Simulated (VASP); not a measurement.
W, 1 atom in the cell. Symmetry: I4/mmm, No. 139, tetragonal system. Conventional cell: a = 3.184 Å, b = 3.184 Å, c = 3.231 Å, α = 90.00°, β = 90.00°, γ = 90.00°. Within 3.7 Å of W (site symmetry 4/mmm) lie 14 W at 2.77 to 3.23 Å.  This cell differs from its parent crystal: strain +0.000 along x and y, +0.015 along z.

```yaml
Program: VASP 6.6.1
Task: single point
Functional: PBE
Potentials_or_basis: VASP PAW PBE potentials, release 64 (W_sv)
Cutoff: 520 eV
k_mesh: 26 × 26 × 26
Occupations: gaussian, width 0.15 eV
Spin: no spin polarisation
Dipole_correction: no
Further_INCAR_settings: ALGO = Fast; EDIFF = 1e-07; NBANDS = 13
```

Potentials or basis: VASP PAW PBE potentials, release 64 (W_sv).

Launch:

```console
$ cat potpaw_PBE.64/W_sv/POTCAR > POTCAR
$ mpirun -np 1 vasp_std > vasp.out
```

Hardware: 1 thread of AMD EPYC 7R13 Processor (Zen 3), with other jobs on the host.

**Question.** How long does it take, and how much memory?

**Answer.** It took 4.1 min on 1 thread of AMD EPYC 7R13 Processor (Zen 3), on a shared host, peak memory 0.34 GiB. Counts: scf iterations 13, k points 1330.
